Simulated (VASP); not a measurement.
# Na (P6_3/mmc) in VASP: notebook

Runs on Na. Level: LDA. Tasks: single point.

Everything below comes from runs of VASP 6.6.1. Logs are shortened: lines on timing, memory, paths and dates and some standing lists are left out, and cuts for length are marked.

### 1 The cell of the first run

Symmetry: P6_3/mmc, No. 194, hexagonal system. The conventional cell has a = 2.991 Å, b = 2.991 Å, c = 4.893 Å, α = 90.00°, β = 90.00°, γ = 120.00°. Within 3.9 Å of Na (site symmetry -6m2) lie 12 Na at 2.99 Å.

### 2 Single point, LDA

INCAR reads:

```
PREC     = Accurate       # precision mode
ENCUT    = 520            # plane-wave cutoff, eV
EDIFF    = 1E-7           # SCF threshold, eV
ISMEAR   = -1             # smearing method
SIGMA    = 0.1            # smearing width, eV
LREAL    = False          # projectors in reciprocal space
LASPH    = True           # aspherical terms in the spheres
NELM     = 60             # most SCF steps
ALGO     = Normal         # electronic algorithm
ISIF     = 2              # what is computed and relaxed
LWAVE    = False          # write WAVECAR
LCHARG   = False          # write CHGCAR
GGA      = CA             # functional
NBANDS   = 14             # bands
```

KPOINTS reads:

```
regular mesh
0
Gamma
  14 14 8
```

POSCAR reads:

```
Na
1.0
    2.9914224181      0.0000000000      0.0000000000
   -1.4957112090      2.5906478075      0.0000000000
    0.0000000000      0.0000000000      4.8929740542
Na
2
Direct
    0.3333333333      0.6666666667      0.2500000000
    0.6666666667      0.3333333333      0.7500000000
```

Potentials or basis: VASP PAW LDA potentials, release 64 (Na_pv).

Launch:

```console
$ cat potpaw_LDA.64/Na_pv/POTCAR > POTCAR
$ mpirun -np 1 vasp_std > vasp.out
```

OUTCAR:

```text
PREC = Accurate
   ENCUT = 520
   EDIFF = 1E-7
   ISMEAR = -1
   LREAL = False
   LASPH = True
   NELM = 60
   ISIF = 2
   GGA = CA

 ion  position               nearest neighbor table
   1  0.333  0.667  0.250-
   2  0.667  0.333  0.750-

  LATTYP: Found a hexagonal cell.
 ALAT       =     2.9914224181
 C/A-ratio  =     1.6356680436

  Lattice vectors:

 A1 = (   2.9914224181,   0.0000000000,   0.0000000000)
 A2 = (  -1.4957112090,   2.5906478075,   0.0000000000)
 A3 = (   0.0000000000,   0.0000000000,   4.8929740542)

Analysis of symmetry for initial positions (statically):
=====================================================================
 Subroutine PRICEL returns:
 Original cell was already a primitive cell.

 Routine SETGRP: Setting up the symmetry group for a
 hexagonal supercell.

 Subroutine GETGRP returns: Found 24 space group operations
 (whereof 12 operations were pure point group operations)
 out of a pool of 24 trial point group operations.

The static configuration has the point symmetry D_3d.
 The point group associated with its full space group is D_6h.

Analysis of symmetry for dynamics (positions and initial velocities):
=====================================================================
 Subroutine PRICEL returns:
 Original cell was already a primitive cell.

 Routine SETGRP: Setting up the symmetry group for a
 hexagonal supercell.

 Subroutine GETGRP returns: Found 24 space group operations
 (whereof 12 operations were pure point group operations)
 out of a pool of 24 trial point group operations.

The dynamic configuration has the point symmetry D_3d.
 The point group associated with its full space group is D_6h.

 Subroutine INISYM returns: Found 24 space group operations
 (whereof 12 operations are pure point group operations),
 and found     1 'primitive' translations

----------------------------------------------------------------------------------------

                                     Primitive cell

  volume of cell :      37.9192

  direct lattice vectors                    reciprocal lattice vectors
     2.991422418  0.000000000  0.000000000     0.334289131  0.193001920  0.000000000
    -1.495711209  2.590647807  0.000000000     0.000000000  0.386003839  0.000000000
     0.000000000  0.000000000  4.892974054     0.000000000  0.000000000  0.204374679

  length of vectors
     2.991422418  2.991422418  4.892974054     0.386003839  0.386003839  0.204374679

  position of ions in fractional coordinates (direct lattice)
     0.333333333  0.666666667  0.250000000
     0.666666667  0.333333333  0.750000000

  ion indices of the primitive-cell ions
   primitive index   ion index
                 1           1
                 2           2

----------------------------------------------------------------------------------------

 KPOINTS: regular mesh

Automatic generation of k-mesh.
 Grid dimensions read from file:
 generate k-points for:   14   14    8

 Generating k-lattice:

  Cartesian coordinates                     Fractional coordinates (reciprocal lattice)
     0.023877795  0.013785851  0.000000000     0.071428571  0.000000000  0.000000000
     0.000000000  0.027571703  0.000000000     0.000000000  0.071428571  0.000000000
     0.000000000  0.000000000  0.025546835     0.000000000  0.000000000  0.125000000

  Length of vectors
     0.027571703  0.027571703  0.025546835

  Shift w.r.t. Gamma in fractional coordinates (k-lattice)
     0.000000000  0.000000000  0.000000000

 Subroutine IBZKPT returns following result:
 ===========================================

 Found    120 irreducible k-points:

 Following reciprocal coordinates:
            Coordinates               Weight
  0.000000  0.000000  0.000000      1.000000
  0.071429  0.000000  0.000000      6.000000
  0.142857  0.000000  0.000000      6.000000
  0.214286  0.000000  0.000000      6.000000
  0.285714  0.000000  0.000000      6.000000
  0.357143  0.000000  0.000000      6.000000
[... 16 lines left out ...]
  0.285714  0.285714  0.000000      6.000000
  0.357143  0.285714  0.000000      6.000000
 [... further k-points ...]
   k-points           NKPTS =    120   k-points in BZ     NKDIM =    120   number of bands    NBANDS=     14
   number of dos      NEDOS =    301   number of ions     NIONS =      2
   total plane-waves  NPLWV =  20736
   dimension x,y,z NGX =    24 NGY =   24 NGZ =   36
   dimension x,y,z NGXF=    48 NGYF=   48 NGZF=   72
   ions per type =               2
   NGX,Y,Z   is equivalent  to a cutoff of  13.34, 13.34, 12.23 a.u.
   NGXF,Y,Z  is equivalent  to a cutoff of  26.68, 26.68, 24.46 a.u.
 SYSTEM =  unknown system
   PREC   = accura    normal or accurate (medium, high low for compatibility)
   ISTART =      0    job   : 0-new  1-cont  2-samecut
   ICHARG =      2    charge: 1-file 2-atom 10-const
   ISPIN  =      1    spin polarized calculation?
   LNONCOLLINEAR =      F non collinear calculations
   LSORBIT =      F    spin-orbit coupling
   LASPH  =      T    aspherical Exc in radial PAW
   ENCUT  =  520.0 eV  38.22 Ry    6.18 a.u.   5.56  5.56  9.10*2*pi/ulx,y,z
   NELM   =     60;   NELMIN=  2; NELMDL= -5     # of ELM steps
   EDIFF  = 0.1E-06   stopping-criterion for ELM
   LREAL  =      F    real-space projection
   EDIFFG = 0.1E-05   stopping-criterion for IOM
   NSW    =      0    number of steps for IOM
   IBRION =     -1    ionic relax: 0-MD 1-quasi-New 2-CG
   NFREE  =      0    steps in history (QN), initial steepest desc. (CG)
   ISIF   =      2    stress and relaxation
   ISYM   =      2    0-nonsym 1-usesym 2-fastsym
   POTIM  = 0.5000    time-step for ionic-motion
   TEBEG  =    0.0;   TEEND  =   0.0 temperature during run
   PSTRESS=    0.0 pullay stress
   NELECT =      14.0000    total number of electrons
   NUPDOWN=      -1.0000    fix difference up-down
   EMIN   =  10.00;   EMAX   =-10.00  energy-range for DOS
   EFERMI =   0.00;   METHOD = LEGACY
   ISMEAR =    -1;   SIGMA  =   0.10  broadening in eV -4-tet -1-fermi 0-gaus
   EFERMI_NEDOS =   21; number of points for ismear=-14 and -15
   IALGO  =     38    algorithm
   IMIX   =      4    mixing-type and parameters
     AMIX     =   0.40;   BMIX     =  1.00
     AMIX_MAG =   1.60;   BMIX_MAG =  1.00
  volume/ion in A,a.u.               =      18.96       127.95
  Fermi-wavevector in a.u.,A,eV,Ry     =   1.174441  2.219371 18.766671  1.379311
  Thomas-Fermi vector in A             =   2.310838
   LORBIT       =      0    0 simple, 1 ext, 2 COOP (PROOUT), +10 PAW based schemes
   GGA     = CA    functional components
   LHFCALC =     F    Hartree Fock is set to
   AEXX    =    0.0000 exact exchange contribution
   IVDW    =     0    specifies the selected vdW correction
   LEPSILON=     F    determine dielectric tensor
   LRPA    =     F    only Hartree local field effects (RPA)
 non-spin polarized calculation
  energy-cutoff  :      520.00
  volume of cell :       37.92
 maximum number of plane-waves:      1044
 NGX is ok and might be reduce to    24
   NGX = 11   NGY = 11   NGZ = 19

 number of electron      14.0000014 magnetization

 Free energy of the ion-electron system (eV)
  ---------------------------------------------------
  ext. energy  EPLUGINS =         0.00000000
  ---------------------------------------------------
  free energy    TOTEN  =        -2.07082487 eV

  energy without entropy =       -2.04967268  energy(sigma->0) =       -2.06024877

 E-fermi :   2.9619     XC(G=0):  -8.9486

 val. band max:        2.8857404768   @ k =   0.2143   0.0714   0.2500
 cond. band min:       2.9730126140   @ k =   0.2857   0.2143   0.3750
 fundamental gap:      0.0872721373
 Fermi energy:         2.9619469881

 k-point     1 :       0.0000    0.0000    0.0000
  band No.  band energies     occupation
      1     -22.1964      2.00000
      2     -21.9154      2.00000
      3     -21.9154      2.00000
      4     -21.8786      2.00000
      5     -21.8783      2.00000
      6     -21.8783      2.00000
      7      -2.0719      2.00000
      8       3.6547      0.00196
      9       4.5897      0.00000
     10      17.0988      0.00000
     11      17.0988      0.00000
     12      17.6905      0.00000
     13      18.4557      0.00000
     14      18.4557      0.00000

 k-point     2 :       0.0714    0.0000    0.0000
  band No.  band energies     occupation
      1     -22.1906      2.00000
      2     -21.9273      2.00000
      3     -21.9191      2.00000
      4     -21.8910      2.00000
      5     -21.8803      2.00000
      6     -21.8799      2.00000
      7      -1.9478      2.00000
      8       3.7435      0.00081
      9       4.7044      0.00000
     10      15.2837      0.00000
     11      16.6436      0.00000
     12      17.3352      0.00000
     13      18.7341      0.00000
     14      18.9830      0.00000

 k-point     3 :       0.1429    0.0000    0.0000
  band No.  band energies     occupation
      1     -22.1742      2.00000
      2     -21.9612      2.00000
      3     -21.9291      2.00000
      4     -21.9257      2.00000
      5     -21.8854      2.00000
      6     -21.8846      2.00000
      7      -1.5794      2.00000
      8       4.0110      0.00006
      9       5.0400      0.00000
     10      13.0542      0.00000
     11      15.8386      0.00000
     12      15.9446      0.00000
     13      17.6911      0.00000
     14      19.1342      0.00000

 k-point     4 :       0.2143    0.0000    0.0000
  band No.  band energies     occupation
      1     -22.1489      2.00000
      2     -22.0112      2.00000
      3     -21.9739      2.00000
      4     -21.9432      2.00000
      5     -21.8942      2.00000
      6     -21.8919      2.00000
      7      -0.9772      2.00000
      8       4.4605      0.00000
      9       5.5652      0.00000
     10      10.9266      0.00000
     11      14.4171      0.00000
     12      15.3249      0.00000
     13      15.4198      0.00000
     14      18.8517      0.00000

 k-point     5 :       0.2857    0.0000    0.0000
  band No.  band energies     occupation
      1     -22.1180      2.00000
      2     -22.0677      2.00000
      3     -22.0250      2.00000
      4     -21.9583      2.00000
      5     -21.9068      2.00000
      6     -21.9004      2.00000
      7      -0.1568      2.00000
      8       5.0963      0.00000
      9       6.1815      0.00000
     10       9.0338      0.00000
     11      13.1121      0.00000
[... 276 lines left out ...]
 k-point    22 :       0.3571    0.2143    0.0000
  band No.  band energies     occupation
      1     -22.1326      2.00000
      2     -22.0824      2.00000
      3     -22.0330      2.00000
      4     -22.0250      2.00000
      5     -21.9747      2.00000
      6     -21.9617      2.00000
      7       3.3818      0.02960
      8       4.8683      0.00000
      9       7.2931      0.00000
     10       8.1301      0.00000
     11       9.7141      0.00000
     12      10.2658      0.00000
     13      12.4276      0.00000
     14      13.5484      0.00000

 k-point    23 :       0.2857    0.2857    0.0000
  band No.  band energies     occupation
      1     -22.1181      2.00000
      2     -22.0802      2.00000
      3     -22.0386      2.00000
      4     -22.0211      2.00000
      5     -21.9924      2.00000
      6     -21.9646      2.00000
      7       3.2916      0.07136
      8       5.8881      0.00000
      9       6.2178      0.00000
     10       8.0722      0.00000
     11      10.3047      0.00000
     12      10.7765      0.00000
     13      11.1188      0.00000
     14      13.9840      0.00000

 k-point    24 :       0.3571    0.2857    0.0000
  band No.  band energies     occupation
      1     -22.1165      2.00000
      2     -22.0662      2.00000
      3     -22.0597      2.00000
      4     -22.0048      2.00000
      5     -22.0040      2.00000
      6     -21.9792      2.00000
      7       4.3024      0.00000
      8       4.9064      0.00000
      9       6.0261      0.00000
     10       9.0007      0.00000
     11       9.7625      0.00000
     12      10.5779      0.00000
     13      10.8926      0.00000
     14      13.8326      0.00000

 [... further k-points ...]
[... 5 lines left out ...]
  --------------------------------------------------------------------------------------
  -------------------------------------------------------------------------------------
  Total        3.5507208      3.5507208      3.5598700      0.0000000     -0.0000000      0.0000000
  in kB      150.0265322    150.0265322    150.4131076      0.0000000     -0.0000000      0.0000000
  external PRESSURE =     150.1553907 kB  Pullay stress =       0.0000000 kB

 VOLUME and BASIS-vectors are now :
 -----------------------------------------------------------------------------
  energy-cutoff  :      520.00
  volume of cell :       37.92
      direct lattice vectors                 reciprocal lattice vectors
     2.991422418  0.000000000  0.000000000     0.334289131  0.193001920  0.000000000
    -1.495711209  2.590647807  0.000000000     0.000000000  0.386003839  0.000000000
     0.000000000  0.000000000  4.892974054     0.000000000  0.000000000  0.204374679

 POSITION                                       TOTAL-FORCE (eV/Angst)
 -----------------------------------------------------------------------------------
     -0.00000      1.72710      1.22324         0.000000     -0.000000      0.000000
      1.49571      0.86355      3.66973        -0.000000      0.000000      0.000000
 -----------------------------------------------------------------------------------
    total drift:                                0.000000     -0.000000      0.000000

  FREE ENERGIE OF THE ION-ELECTRON SYSTEM (eV)
  ---------------------------------------------------
  free  energy   TOTEN  =        -2.0708248696 eV

  energy  without entropy=       -2.0496726802  energy(sigma->0) =       -2.06024877
```

It took 13 s on 1 thread of Intel Xeon 6975P-C (Granite Rapids), shared host; peak memory 0.16 GiB.

Results:

```
Free energy            : -2.0708 eV
Pressure               : 15.0 GPa
Band gap on the k mesh : zero (band 7 reaches 5.52 eV, above the bottom of band 8 at -0.42 eV)
```

(Continued in part 2 of 3.)
